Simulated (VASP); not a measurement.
# Zr12C (a cell with a defect) in VASP: further runs

Zr12C (a cell with a defect) is run at these levels: PBE; tasks: single point.

Program: VASP 6.6.1. These are calculated values, not measurements. Logs are shortened: lines on timing, memory, paths and dates and some standing lists are left out, and cuts for length are marked.

## 1. The cell of the first run

The cell holds a defect, 13 atoms: a = 6.460 Å, b = 9.690 Å, c = 5.145 Å, α = 90.00°, β = 90.00°, γ = 120.00°.

## 2. Single point, PBE

Input file INCAR:

```
SYSTEM = Zr12C
  ALGO = Normal
  EDIFF = 1E-7
  ENCUT = 520
  GGA = PE
  ISIF = 2
  ISMEAR = -1
  LASPH = .True.
  LCHARG = .False.
  LREAL = .False.
  LWAVE = .False.
  NBANDS = 86
  NELM = 100
  PREC = Accurate
  SIGMA = 0.1
```

Input file KPOINTS:

```
k-points
0
Gamma
  3 2 3
  0 0 0
```

Input file POSCAR:

```
Zr12C
1.0
    6.4600000000      0.0000000000      0.0000000000
   -4.8450000000      8.3917860000      0.0000000000
    0.0000000000      0.0000000000      5.1453900000
Zr C
12 1
Direct
    0.0039368783      0.0250840524      0.0020600965
    0.2180919054      0.2501493723      0.4694687866
    0.0136960867      0.3378899319     -0.0121079257
    0.1879847001      0.5472613339      0.5374908413
    0.0121940299      0.6813567458     -0.0384227435
    0.1054175523      0.8704225775      0.4592071738
    0.4797841326      0.0133344678     -0.0069576845
    0.6781326887      0.2163544209      0.4757656854
    0.5199940388      0.3508073252     -0.0240020679
    0.6872458298      0.5676384026      0.4755713367
    0.5354260607      0.6915691129      0.0249543766
    0.6763810855      0.9212222523      0.5064533495
    0.3178451756      0.7582414518      0.2333545173
```

Potentials or basis: VASP PAW PBE potentials, release 64 (Zr_sv, C).

Run with:

```sh
> cat potpaw_PBE.64/Zr_sv/POTCAR potpaw_PBE.64/C/POTCAR > POTCAR
> mpirun -np 1 vasp_std > vasp.out
```

OUTCAR:

```text
SYSTEM = Zr12C
   EDIFF = 1E-7
   ENCUT = 520
   GGA = PE
   ISIF = 2
   ISMEAR = -1
   LASPH = .True.
   LREAL = .False.
   NELM = 100
   PREC = Accurate

 ion  position               nearest neighbor table
   1  0.004  0.025  0.002-   3 3.00   6 3.03   2 3.07   7 3.13  11 3.14  12 3.14  12 3.18   9 3.25
                             7 3.33   2 3.34   5 3.36   6 3.39
   2  0.218  0.250  0.469-   4 3.00   9 3.05  10 3.05   1 3.07   9 3.11   3 3.12   8 3.15   3 3.27
                             8 3.34   1 3.34  12 3.36   6 3.38
   3  0.014  0.338  0.988-   4 2.91   1 3.00   2 3.12   8 3.14   9 3.21   8 3.24   9 3.25   2 3.27
                             7 3.31   4 3.33   5 3.34  11 3.40
   4  0.188  0.547  0.537-  13 2.37   3 2.91   2 3.00   5 3.04  10 3.15  11 3.19   8 3.27  11 3.29
                             3 3.33  10 3.35  12 3.42   6 3.45   5 3.64
   5  0.012  0.681  0.962-  13 2.22   6 3.03   4 3.04   6 3.05  10 3.09   7 3.13  11 3.15   9 3.19
                            10 3.21   3 3.34  11 3.35   1 3.36   4 3.64
   6  0.105  0.870  0.459-  13 2.43  10 2.83   5 3.03   1 3.03   5 3.05  12 3.06   7 3.19   2 3.38
                             1 3.39   4 3.45   7 3.46  12 3.48   8 3.54  11 3.90
   7  0.480  0.013  0.993-  13 2.48   8 3.03   5 3.13  12 3.13   1 3.13   9 3.15   8 3.17   6 3.19
                            12 3.24   3 3.31  11 3.32   1 3.33   6 3.46
   8  0.678  0.216  0.476-  12 2.86   7 3.03   3 3.14   2 3.15   7 3.17   3 3.24   4 3.27   9 3.27
                             9 3.27   2 3.34  10 3.37   6 3.54
   9  0.520  0.351  0.976-   2 3.05   2 3.11  10 3.15   7 3.15  10 3.15   5 3.19   3 3.21   1 3.25
                             3 3.25  11 3.26   8 3.27   8 3.27
  10  0.687  0.568  0.476-   6 2.83  11 2.99   2 3.05   5 3.09   4 3.15   9 3.15   9 3.15   5 3.21
                             4 3.35   8 3.37  11 3.40  12 3.47
  11  0.535  0.692  0.025-  13 2.11  10 2.99   1 3.14  12 3.15   5 3.15   4 3.19   9 3.26   4 3.29
                            12 3.30   7 3.32   5 3.35  10 3.40   3 3.40   6 3.90
  12  0.676  0.921  0.506-  13 2.49   8 2.86   6 3.06   7 3.13   1 3.14  11 3.15   1 3.18   7 3.24
                            11 3.30   2 3.36   4 3.42  10 3.47   6 3.48
  13  0.318  0.758  0.233-  11 2.11   5 2.22   4 2.37   6 2.43   7 2.48  12 2.49

  LATTYP: Found a simple monoclinic cell.
 ALAT       =     6.4600000000
 B/A-ratio  =     0.7965000000
 C/A-ratio  =     1.3228756308
 COS(beta)  =    -0.1889822400

  Lattice vectors:

 A1 = (   6.4600000000,   0.0000000000,   0.0000000000)
 A2 = (   0.0000000000,   0.0000000000,   5.1453900000)
 A3 = (  -1.6150000000,  -8.3917860000,   0.0000000000)

Analysis of symmetry for initial positions (statically):
=====================================================================
 Subroutine PRICEL returns:
[... 166 lines left out ...]
   IALGO  =     38    algorithm
   IMIX   =      4    mixing-type and parameters
     AMIX     =   0.40;   BMIX     =  1.00
     AMIX_MAG =   1.60;   BMIX_MAG =  1.00
  volume/ion in A,a.u.               =      21.46       144.80
  Fermi-wavevector in a.u.,A,eV,Ry     =   1.325339  2.504528 23.898955  1.756524
  Thomas-Fermi vector in A             =   2.454807
   LORBIT       =      0    0 simple, 1 ext, 2 COOP (PROOUT), +10 PAW based schemes
   GGA     = PE    functional components
   LHFCALC =     F    Hartree Fock is set to
   AEXX    =    0.0000 exact exchange contribution
   IVDW    =     0    specifies the selected vdW correction
   LEPSILON=     F    determine dielectric tensor
   LRPA    =     F    only Hartree local field effects (RPA)
 non-spin polarized calculation
  energy-cutoff  :      520.00
  volume of cell :      278.94
 maximum number of plane-waves:      7545
   NGX = 25   NGY = 37   NGZ = 19

 number of electron     148.0000001 magnetization

 Free energy of the ion-electron system (eV)
  ---------------------------------------------------
  ext. energy  EPLUGINS =         0.00000000
  ---------------------------------------------------
  free energy    TOTEN  =      -111.54573048 eV

  energy without entropy =     -111.02331564  energy(sigma->0) =     -111.28452306

 E-fermi :   9.0273     XC(G=0): -11.2136

 val. band max:        9.0257560822   @ k =   0.3333   0.5000   0.3333
 cond. band min:       9.0725495963   @ k =   0.0000   0.5000   0.3333
 fundamental gap:      0.0467935141
 Fermi energy:         9.0272549180

 k-point     1 :       0.0000    0.0000    0.0000
  band No.  band energies     occupation
      1     -39.6299      2.00000
      2     -39.5356      2.00000
      3     -39.5242      2.00000
      4     -39.4730      2.00000
      5     -39.4635      2.00000
      6     -39.4445      2.00000
[... 879 lines left out ...]
     85      10.1062      0.00004
     86      10.3115      0.00001

------------------------ aborting loop because EDIFF is reached ----------------------------------------

  FORCE on cell =-STRESS in cart. coord.  units (eV):
  Direction    XX          YY          ZZ          XY          YZ          ZX
  --------------------------------------------------------------------------------------
  -------------------------------------------------------------------------------------
  Total        3.9352109      6.4372827      6.2946695     -0.2012332      1.2935181     -1.2421329
  in kB       22.6033799     36.9749802     36.1558269     -1.1558594      7.4298128     -7.1346623
  external PRESSURE =      31.9113956 kB  Pullay stress =       0.0000000 kB

 VOLUME and BASIS-vectors are now :
 -----------------------------------------------------------------------------
  energy-cutoff  :      520.00
  volume of cell :      278.94
      direct lattice vectors                 reciprocal lattice vectors
     6.460000000  0.000000000  0.000000000     0.154798762  0.089373108  0.000000000
    -4.845000000  8.391786000  0.000000000     0.000000000  0.119164145  0.000000000
     0.000000000  0.000000000  5.145390000     0.000000000  0.000000000  0.194348728

 POSITION                                       TOTAL-FORCE (eV/Angst)
 -----------------------------------------------------------------------------------
     -0.09610      0.21050      0.01060         0.054404      0.271478     -0.349707
      0.19690      2.09920      2.41560        -0.063468     -0.952752      0.470856
     -1.54860      2.83550      5.08309        -0.367343     -0.397070      0.222668
     -1.43710      4.59250      2.76560        -0.871274      1.531974     -1.387835
     -3.22240      5.71780      4.94769         0.583162     -0.502628      0.453249
     -3.53620      7.30440      2.36280         1.688020      0.710005      0.048345
      3.03480      0.11190      5.10959         0.236657     -0.874161      0.201769
      3.33250      1.81560      2.44800        -0.356820      1.071506      0.221782
      1.65950      2.94390      5.02189         0.261308      0.144137     -0.395529
      1.68940      4.76350      2.44700         0.248099     -1.023006      0.364094
      0.10820      5.80350      0.12840         0.184382     -0.048143     -0.852743
     -0.09390      7.73070      2.60590        -0.910185     -1.199490     -0.136924
     -1.62040      6.36300      1.20070        -0.686944      1.268148      1.139975
 -----------------------------------------------------------------------------------
    total drift:                                0.000020     -0.000081     -0.000010

  FREE ENERGIE OF THE ION-ELECTRON SYSTEM (eV)
  ---------------------------------------------------
  free  energy   TOTEN  =      -111.5457304754 eV

  energy  without entropy=     -111.0233156359  energy(sigma->0) =     -111.28452306
```

OSZICAR:

```text
N       E                     dE             d eps       ncg     rms          rms(c)
DAV:   1     0.169430662424E+04    0.16943E+04   -0.78357E+04  1720   0.173E+03
DAV:   2     0.488597657104E+02   -0.16454E+04   -0.16131E+04  1932   0.527E+02
DAV:   3    -0.100472671965E+03   -0.14933E+03   -0.14470E+03  2728   0.115E+02
DAV:   4    -0.118486540392E+03   -0.18014E+02   -0.17659E+02  2584   0.343E+01
[... 11 lines left out ...]
DAV:  16    -0.111545729130E+03   -0.31381E-05   -0.35733E-05  2360   0.289E-02    0.929E-03
DAV:  17    -0.111545730894E+03   -0.17639E-05   -0.92374E-06  2288   0.148E-02    0.379E-03
DAV:  18    -0.111545730780E+03    0.11403E-06   -0.17663E-06  2384   0.620E-03    0.217E-03
DAV:  19    -0.111545730498E+03    0.28200E-06   -0.31123E-07  1384   0.273E-03    0.654E-04
DAV:  20    -0.111545730475E+03    0.22374E-07   -0.96796E-08  1088   0.114E-03
   1 F= -.11154573E+03 E0= -.11128452E+03  d E =-.522415E+00
```

stdout:

```text
POSCAR found type information on POSCAR ZrC
 POSCAR found :  2 types and      13 ions
 scaLAPACK will be used
 LDA part: xc-table for (Slater+PW92), standard interpolation
 -----------------------------------------------------------------------------
|                                                                             |
|           W    W    AA    RRRRR   N    N  II  N    N   GGGG   !!!           |
|           W    W   A  A   R    R  NN   N  II  NN   N  G    G  !!!           |
|           W    W  A    A  R    R  N N  N  II  N N  N  G       !!!           |
|           W WW W  AAAAAA  RRRRR   N  N N  II  N  N N  G  GGG   !            |
|           WW  WW  A    A  R   R   N   NN  II  N   NN  G    G                |
|           W    W  A    A  R    R  N    N  II  N    N   GGGG   !!!           |
|                                                                             |
|     Your reciprocal lattice and k-lattice belong to different lattice       |
|     classes:                                                                |
|                                                                             |
|        The reciprocal lattice is simple monoclinic,                         |
|        whereas your k-lattice is hexagonal.                                 |
|                                                                             |
|     Results are often still useful ...                                      |
|                                                                             |
 -----------------------------------------------------------------------------

 POSCAR, INCAR and KPOINTS ok, starting setup
 FFT: planning ... GRIDC
 FFT: planning ... GRID_SOFT
 FFT: planning ... GRID
 WAVECAR not read
 entering main loop
```

Wall time 9.5 min (1 thread of Intel Xeon Platinum 8259CL at 2.50GHz (Skylake/Cascade Lake), shared host); peak memory 0.42 GiB.

Results:

| Item | Value |
| --- | --- |
| Free energy | -111.5457 eV |
| Pressure | 3.2 GPa |
| Largest force | 2.243 eV/Å |
| Band gap on the k mesh | zero (bands 74 and 75 overlap by 0.13 eV) |

Forces in eV/Å, atoms in the order of the input:
```
Zr   0.054  0.271 -0.350
Zr  -0.063 -0.953  0.471
Zr  -0.367 -0.397  0.223
Zr  -0.871  1.532 -1.388
Zr   0.583 -0.503  0.453
Zr   1.688  0.710  0.048
Zr   0.237 -0.874  0.202
Zr  -0.357  1.072  0.222
Zr   0.261  0.144 -0.396
Zr   0.248 -1.023  0.364
Zr   0.184 -0.048 -0.853
Zr  -0.910 -1.199 -0.137
C   -0.687  1.268  1.140
```

Caveat: the k points lie up to 0.41 Å⁻¹ apart; the atoms stand as in a frame of molecular dynamics.

[end of part 1 of 2]

The gap in the log of VASP goes by the Fermi energy; the results here count the filled bands.